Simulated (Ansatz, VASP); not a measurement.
# Two plane-wave programs on SbO4

```
Sb O
1.0
     4.33419    0.00000    0.00000
     0.00000    4.33419    0.00000
     0.00000    0.00000    4.33419
Sb O
1 4
Direct
  0.00000 0.00000 0.00000
  0.24378 0.75622 0.75622
  0.75622 0.24378 0.75622
  0.75622 0.75622 0.24378
  0.24378 0.24378 0.24378
```

Change from the starting cell: species swapped into the SnI4 type (P-43m, No. 215).

Alike in both runs: task single point; functional PBE; k mesh 4 × 4 × 4; occupations gaussian, width 0.1 eV; no spin polarisation.

```csv
,VASP,Ansatz
version,VASP 6.6.1,Ansatz 0.2.0
potentials or method,"VASP PAW PBE potentials, release 64 (Sb, O), cutoff 520 eV","scalar-relativistic, plane waves, PAW"
valence electrons in the cell,29,39
```

```tsv
	VASP	Ansatz	Ansatz less VASP
gap on the k mesh at the Fermi level (eV)	none	none	-
pressure (GPa)	12.4	10.7	-1.74
rms of the force components (eV/Å)	1.767	1.551	-0.2158
```

Atom by atom the forces differ by 0.216 eV/Å (rms over components). A gap of «none» marks a metal or a gap that the smearing closes. VASP's potentials hold 29 valence electrons a cell and Ansatz's 39, so a difference there can come from the potentials and not from the codes.

The k mesh is coarse, so the values compare programs but aren't converged. Neither program's run includes spin-orbit coupling.
